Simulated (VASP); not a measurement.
# NaF (I4/mmm) in VASP: a series of runs

Runs on NaF. Level: PBE. Tasks: single point.

All numbers are computed with VASP 6.6.1; they aren't measurements. Logs are shortened: lines on timing, memory, paths and dates and some standing lists are left out, and cuts for length are marked.

## (1) The cell of the first run

The structure is tetragonal, space group I4/mmm (No. 139). The conventional cell has a = 3.204 Å, b = 3.204 Å, c = 4.763 Å, α = 90.00°, β = 90.00°, γ = 90.00°. Within 3.0 Å of Na (site symmetry 4/mmm) lie 6 F at 2.27 to 2.38 Å. F (site symmetry 4/mmm) has 6 Na at 2.27 to 2.38 Å within 3.0 Å.

## (2) Single point, PBE (strain -0.025 along x and y, +0.025 along z)

Contents of INCAR:

```
  PREC = Accurate
  ENCUT = 520
  EDIFF = 1E-7
  ISMEAR = 0
  SIGMA = 0.05
  LREAL = False
  LASPH = True
  NELM = 80
  ALGO = Normal
  ISIF = 2
  LWAVE = False
  LCHARG = True
  GGA = PE
  LELF = True
  LVHAR = True
  NBANDS = 14
```

Contents of KPOINTS:

```
Automatic mesh
0
Gamma
  8 8 8
```

Contents of POSCAR:

```
NaF
1.0
    0.0000000000      2.2652175000      2.3813825000
    2.2652175000      0.0000000000      2.3813825000
    2.2652175000      2.2652175000      0.0000000000
Na F
1 1
Direct
    0.0000000000      0.0000000000      0.0000000000
    0.5000000000      0.5000000000      0.5000000000
```

Potentials or basis: VASP PAW PBE potentials, release 64 (Na_pv, F).

Command:

```bash
> cat potpaw_PBE.64/Na_pv/POTCAR potpaw_PBE.64/F/POTCAR > POTCAR
> mpirun -np 1 vasp_std > vasp.out
```

OUTCAR:

```text
PREC = Accurate
   ENCUT = 520
   EDIFF = 1E-7
   ISMEAR = 0
   LREAL = False
   LASPH = True
   NELM = 80
   ISIF = 2
   GGA = PE

 ion  position               nearest neighbor table
   1  0.000  0.000  0.000-   2 2.27   2 2.27   2 2.27   2 2.27
   2  0.500  0.500  0.500-   1 2.27   1 2.27   1 2.27   1 2.27

  LATTYP: Found a body centered tetragonal cell.
 ALAT       =     3.2035013102
 C/A-ratio  =     1.4867373348

  Lattice vectors:

 A1 = (  -2.2652175000,   0.0000000000,   2.3813825000)
 A2 = (   2.2652175000,   0.0000000000,   2.3813825000)
 A3 = (   0.0000000000,   2.2652175000,  -2.3813825000)

Analysis of symmetry for initial positions (statically):
=====================================================================
 Subroutine PRICEL returns:
 Original cell was already a primitive cell.

 Routine SETGRP: Setting up the symmetry group for a
 body centered tetragonal supercell.

 Subroutine GETGRP returns: Found 16 space group operations
 (whereof 16 operations were pure point group operations)
 out of a pool of 16 trial point group operations.

The static configuration has the point symmetry D_4h.

Analysis of symmetry for dynamics (positions and initial velocities):
=====================================================================
 Subroutine PRICEL returns:
 Original cell was already a primitive cell.

 Routine SETGRP: Setting up the symmetry group for a
 body centered tetragonal supercell.

 Subroutine GETGRP returns: Found 16 space group operations
 (whereof 16 operations were pure point group operations)
 out of a pool of 16 trial point group operations.

The dynamic configuration has the point symmetry D_4h.

 Subroutine INISYM returns: Found 16 space group operations
 (whereof 16 operations are pure point group operations),
 and found     1 'primitive' translations

----------------------------------------------------------------------------------------

                                     Primitive cell

  volume of cell :      24.4387

  direct lattice vectors                    reciprocal lattice vectors
     0.000000000  2.265217500  2.381382500    -0.220729356  0.220729356  0.209962070
     2.265217500  0.000000000  2.381382500     0.220729356 -0.220729356  0.209962070
     2.265217500  2.265217500  0.000000000     0.220729356  0.220729356 -0.209962070

  length of vectors
     3.286668972  3.286668972  3.203501310     0.376200702  0.376200702  0.376200702

  position of ions in fractional coordinates (direct lattice)
     0.000000000  0.000000000  0.000000000
     0.500000000  0.500000000  0.500000000

  ion indices of the primitive-cell ions
   primitive index   ion index
                 1           1
                 2           2

[... 85 lines left out ...]
   EFERMI =   0.00;   METHOD = LEGACY
   ISMEAR =     0;   SIGMA  =   0.05  broadening in eV -4-tet -1-fermi 0-gaus
   EFERMI_NEDOS =   21; number of points for ismear=-14 and -15
   IALGO  =     38    algorithm
   IMIX   =      4    mixing-type and parameters
     AMIX     =   0.40;   BMIX     =  1.00
     AMIX_MAG =   1.60;   BMIX_MAG =  1.00
  volume/ion in A,a.u.               =      12.22        82.46
  Fermi-wavevector in a.u.,A,eV,Ry     =   1.359642  2.569351 25.152083  1.848626
  Thomas-Fermi vector in A             =   2.486372
   LORBIT       =      0    0 simple, 1 ext, 2 COOP (PROOUT), +10 PAW based schemes
   GGA     = PE    functional components
   LHFCALC =     F    Hartree Fock is set to
   AEXX    =    0.0000 exact exchange contribution
   IVDW    =     0    specifies the selected vdW correction
   LEPSILON=     F    determine dielectric tensor
   LRPA    =     F    only Hartree local field effects (RPA)
 non-spin polarized calculation
 Gauss-broadening in eV      SIGMA  =   0.05
  energy-cutoff  :      520.00
  volume of cell :       24.44
 maximum number of plane-waves:       670
   NGX = 13   NGY = 13   NGZ = 11

 number of electron      13.9999987 magnetization

 Free energy of the ion-electron system (eV)
  ---------------------------------------------------
  ext. energy  EPLUGINS =         0.00000000
  ---------------------------------------------------
  free energy    TOTEN  =        -8.54209774 eV

  energy without entropy =       -8.54209774  energy(sigma->0) =       -8.54209774

 E-fermi :  -1.6557     XC(G=0):  -9.2365

 val. band max:       -2.0055142899   @ k =   0.0000   0.0000   0.0000
 cond. band min:       4.3855102273   @ k =   0.0000   0.0000   0.0000
 fundamental gap:      6.3910245172
 Fermi energy:        -1.6557363565

 k-point     1 :       0.0000    0.0000    0.0000
  band No.  band energies     occupation
      1     -21.2130      2.00000
      2     -20.9043      2.00000
      3     -20.8851      2.00000
      4     -20.8851      2.00000
      5      -2.0093      2.00000
      6      -2.0055      2.00000
      7      -2.0055      2.00000
      8       4.3855      0.00000
      9      16.8824      0.00000
     10      17.2420      0.00000
     11      17.2420      0.00000
     12      20.0260      0.00000
     13      21.4984      0.00000
     14      22.9362      0.00000
[... 377 lines left out ...]
      1     -21.7123      2.00000
      2     -20.9246      2.00000
      3     -20.9020      2.00000
      4     -20.2625      2.00000
      5      -3.2718      2.00000
      6      -2.2883      2.00000
      7      -2.2607      2.00000
      8       7.6966      0.00000
      9      12.0216      0.00000
     10      17.3913      0.00000
     11      17.8168      0.00000
     12      19.3351      0.00000
     13      22.0113      0.00000
     14      24.2649      0.00000

 [... further k-points ...]

------------------------ aborting loop because EDIFF is reached ----------------------------------------

  FORCE on cell =-STRESS in cart. coord.  units (eV):
  Direction    XX          YY          ZZ          XY          YZ          ZX
  --------------------------------------------------------------------------------------
  -------------------------------------------------------------------------------------
  Total        0.7457285      0.7457285      0.0544922      0.0000000      0.0000000      0.0000000
  in kB       48.8891327     48.8891327      3.5724495      0.0000000      0.0000000      0.0000000
  external PRESSURE =      33.7835716 kB  Pullay stress =       0.0000000 kB

 VOLUME and BASIS-vectors are now :
 -----------------------------------------------------------------------------
  energy-cutoff  :      520.00
  volume of cell :       24.44
      direct lattice vectors                 reciprocal lattice vectors
     0.000000000  2.265217500  2.381382500    -0.220729356  0.220729356  0.209962070
     2.265217500  0.000000000  2.381382500     0.220729356 -0.220729356  0.209962070
     2.265217500  2.265217500  0.000000000     0.220729356  0.220729356 -0.209962070

 POSITION                                       TOTAL-FORCE (eV/Angst)
 -----------------------------------------------------------------------------------
      0.00000      0.00000      0.00000         0.000000      0.000000     -0.000000
      2.26522      2.26522      2.38138         0.000000      0.000000      0.000000
 -----------------------------------------------------------------------------------
    total drift:                                0.000000     -0.000000      0.000000

  FREE ENERGIE OF THE ION-ELECTRON SYSTEM (eV)
  ---------------------------------------------------
  free  energy   TOTEN  =        -8.5420977446 eV

  energy  without entropy=       -8.5420977446  energy(sigma->0) =       -8.54209774
```

OSZICAR:

```text
N       E                     dE             d eps       ncg     rms          rms(c)
DAV:   1     0.116319881086E+03    0.11632E+03   -0.77844E+03  1676   0.123E+03
DAV:   2    -0.352477827307E+01   -0.11984E+03   -0.11053E+03  1796   0.358E+02
DAV:   3    -0.939222206805E+01   -0.58674E+01   -0.58547E+01  2132   0.710E+01
DAV:   4    -0.944014120690E+01   -0.47919E-01   -0.47917E-01  1808   0.696E+00
DAV:   5    -0.944061853041E+01   -0.47732E-03   -0.47732E-03  2072   0.687E-01    0.544E+00
DAV:   6    -0.854972341792E+01    0.89090E+00   -0.30691E+00  2062   0.150E+01    0.180E+00
DAV:   7    -0.854011081448E+01    0.96126E-02   -0.29877E-02  1670   0.205E+00    0.106E+00
DAV:   8    -0.854158819776E+01   -0.14774E-02   -0.28090E-02  1778   0.325E+00    0.149E-01
DAV:   9    -0.854218421962E+01   -0.59602E-03   -0.41073E-03  2130   0.607E-01    0.117E-01
DAV:  10    -0.854209434544E+01    0.89874E-04   -0.73525E-04  1808   0.332E-01    0.176E-02
DAV:  11    -0.854209722438E+01   -0.28789E-05   -0.26442E-05  1940   0.632E-02    0.227E-03
DAV:  12    -0.854209772092E+01   -0.49655E-06   -0.12346E-06  1844   0.117E-02    0.195E-03
DAV:  13    -0.854209774457E+01   -0.23652E-07   -0.29961E-07  1802   0.493E-03
   1 F= -.85420977E+01 E0= -.85420977E+01  d E =-.719497E-25
```

Run time: 7 s. Hardware: 1 thread of Intel Xeon 6975P-C (Granite Rapids), shared host; peak memory 0.14 GiB.

Results:

```yaml
Free_energy: -8.5421 eV
Pressure: 3.4 GPa
Band_gap_on_the_k_mesh: 6.39 eV, direct
```

Caveat: the cell differs from its parent crystal (strain -0.025 along x and y, +0.025 along z).

## (3) Single point, PBE (strain +0.000 along x and y, +0.025 along z)

Contents of INCAR:

```
SYSTEM = NaF
PREC = Accurate ; ENCUT = 520
EDIFF = 1E-7 ; ISMEAR = 0
SIGMA = 0.05 ; LREAL = .FALSE.
LASPH = .TRUE. ; NELM = 100
ALGO = Normal ; ISIF = 2
LWAVE = .FALSE. ; LCHARG = .TRUE.
GGA = PE ; LELF = .TRUE.
LVHAR = .TRUE. ; NBANDS = 14
```

Contents of KPOINTS:

```
Automatic mesh
0
G
  8 8 8
  0 0 0
```

Contents of POSCAR:

```
NaF
1.0
    0.0000000000      2.3233000000      2.3813825000
    2.3233000000      0.0000000000      2.3813825000
    2.3233000000      2.3233000000      0.0000000000
Na F
1 1
Direct
    0.0000000000      0.0000000000      0.0000000000
    0.5000000000      0.5000000000      0.5000000000
```

Potentials or basis: VASP PAW PBE potentials, release 64 (Na_pv, F).

Command:

```bash
> cat potpaw_PBE.64/Na_pv/POTCAR potpaw_PBE.64/F/POTCAR > POTCAR
> mpirun -np 1 vasp_std > vasp.out
```

Run time: 11 s. Hardware: 1 thread of Intel Xeon 6975P-C (Granite Rapids), shared host; peak memory 0.15 GiB.

The run converged. Its results:

* Free energy: -8.5665 eV
* Pressure: 0.4 GPa
* Band gap on the k mesh: 6.12 eV, direct

Stress tensor (GPa, compression positive):
```
 1.00  0.00  0.00
 0.00  1.00  0.00
 0.00  0.00 -0.76
```

Levels at points of the mesh, in eV from the valence-band top:
```
           k point  band 3  band 4  band 5  band 6  band 7  band 8  band 9  band 10  band 11  band 12
(0.00, 0.00, 0.00)  -19.04  -19.04    0.00    0.00    0.00    6.12   18.63    18.80    18.80    21.54
(0.50, 0.00, 0.00)  -19.05  -18.25   -1.52   -0.25   -0.23   10.58   12.19    19.53    19.98    22.33
(0.50, 0.50, 0.00)  -19.09  -18.90   -1.25   -0.37   -0.37   12.66   13.22    13.35    19.54    19.54
(0.50, 0.00, 0.50)  -19.10  -18.89   -1.21   -0.42   -0.38   12.99   13.12    13.31    19.13    19.37
```

Caveat: the cell differs from its parent crystal (strain +0.000 along x and y, +0.025 along z).

## (4) Single point, PBE (strain +0.000 along x and y, +0.050 along z)

Contents of INCAR:

```
SYSTEM = NaF
ALGO = Normal
EDIFF = 1E-6
ENCUT = 520
GGA = PE
ISIF = 2
ISMEAR = 0
LASPH = .TRUE.
LCHARG = .FALSE.
LREAL = .FALSE.
LWAVE = .FALSE.
NBANDS = 14
NELM = 80
PREC = Accurate
SIGMA = 0.05
```

Contents of KPOINTS:

```
k-points
0
G
  8 8 8
  0 0 0
```

Contents of POSCAR:

```
NaF
1.0
    0.0000000000      2.3233000000      2.4394650000
    2.3233000000      0.0000000000      2.4394650000
    2.3233000000      2.3233000000      0.0000000000
Na F
1 1
Direct
    0.0000000000      0.0000000000      0.0000000000
    0.5000000000      0.5000000000      0.5000000000
```

Command:

```bash
> cat potpaw_PBE.64/Na_pv/POTCAR potpaw_PBE.64/F/POTCAR > POTCAR
> mpirun -np 1 vasp_std > vasp.out
```

Wall time 9.2 s (1 thread of Intel Xeon 6975P-C (Granite Rapids), shared host); peak memory 0.15 GiB.

It converged, with:

- Free energy: -8.5611 eV
- Pressure: -0.5 GPa
- Band gap on the k mesh: 6.00 eV, direct

Stress tensor (GPa, compression positive):
```
 0.45  0.00  0.00
 0.00  0.45  0.00
 0.00  0.00 -2.44
```

Levels at points of the mesh, in eV from the valence-band top:
```
           k point  band 5  band 6  band 7  band 8  band 9  band 10
(0.00, 0.00, 0.00)   -0.01   -0.01    0.00    6.00   18.37    18.70
(0.50, 0.00, 0.00)   -1.47   -0.25   -0.21   10.43   11.98    19.08
(0.50, 0.50, 0.00)   -1.23   -0.33   -0.33   12.26   12.93    13.41
(0.50, 0.00, 0.50)   -1.17   -0.44   -0.36   12.90   12.97    13.12
```

Caveat: the cell differs from its parent crystal (strain +0.000 along x and y, +0.050 along z).

## (5) The runs side by side

```tsv
cell	gap on the mesh (eV)	pressure (GPa)
a = 3.287, b = 3.287, c = 3.204 Å, angles 60.8, 60.8, 58.3°, 2 atoms	6.39	3.4
a = 3.327, b = 3.327, c = 3.286 Å, angles 60.4, 60.4, 59.2°, 2 atoms	6.12	0.4
a = 3.369, b = 3.369, c = 3.286 Å, angles 60.8, 60.8, 58.4°, 2 atoms	6.00	-0.5
```

Alike in all rows: task single point; level PBE; potentials or basis VASP PAW PBE potentials, release 64 (Na_pv, F); no spin polarisation; k mesh 8 × 8 × 8; cutoff (eV) 520; smearing gaussian 0.05 eV.

Total energies depend on the potentials used, so only differences within one code and one set of settings carry meaning.
